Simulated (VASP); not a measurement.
Runs of VASP 6.6.1 on P4C. The structure is that of space group Pm-3m (No. 221), or close to it. The cells are those of the table. The cell was built from a structure type or drawn by symmetry, and may not be a known phase.

| task | spin | cell | k mesh | cutoff (eV) | gap on the mesh (eV) | pressure (GPa) | moment (μB) | relaxed volume (Å³/atom) |
| --- | --- | --- | --- | --- | --- | --- | --- | --- |
| relaxation of cell and atoms | collinear | relaxed from a = 4.498 Å, 5 atoms | 4 × 4 × 4 | 600 | none | -0.2 | 0.14 | (b) |
| single point | off | a = 4.041 Å, 5 atoms | 10 × 10 × 10 | 520 | none | -0.2 | - | - |
| single point | collinear | a = 4.023 Å, 5 atoms | 4 × 4 × 4 | 520 | none | -0.3 | 0.15 | - |
| relaxation of cell and atoms | off | relaxed from a = 4.023 Å, 5 atoms | 10 × 10 × 10 | 600 | none | 0.0 | - | (a) |
| single point | off | a = 4.498 Å, 5 atoms | 4 × 4 × 4 | 520 | none | -17.6 | - | - |

Alike in all rows: level PBE; potentials or basis VASP PAW PBE potentials, release 64 (P, C); smearing gaussian 0.1 eV.

Q: Estimate the missing entries.

A: (a) 13.17; (b) 13.01.

Caveats: some runs use coarse meshes; the volume moved by over 15 % at a fixed basis, so the end points are rough (at least some runs); the cell stands under tension (at least some runs).

A gap of «none» marks levels without a gap at the run's occupations.
